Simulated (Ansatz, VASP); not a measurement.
# One calculation of Lu, two programs

```
CELL_PARAMETERS angstrom
0.00000 2.22754 2.22754
2.22754 0.00000 2.22754
2.22754 2.22754 0.00000
ATOMIC_POSITIONS crystal
Lu 0.00000 0.00000 0.00000
```

Change from the starting cell: volume scaled by 0.76, PAW files.

Alike in both runs: task single point; functional PBE; k mesh 15 × 15 × 15; occupations fermi-dirac, width 0.1 eV; no spin polarisation.

|  | VASP | Ansatz |
| --- | --- | --- |
| version | VASP 6.6.1 | Ansatz 0.2.0 |
| potentials or method | VASP PAW PBE potentials, release 64 (Lu) | PAW with Ansatz's default frozen-core files, scalar-relativistic |
| plane-wave cutoff (eV) | 520 | 420 |
| valence electrons in the cell | 25 | 25 |

|  | VASP | Ansatz | Ansatz less VASP |
| --- | --- | --- | --- |
| pressure (GPa) | 18.9 | 18.4 | -0.48 |

Spin-orbit coupling is off throughout.
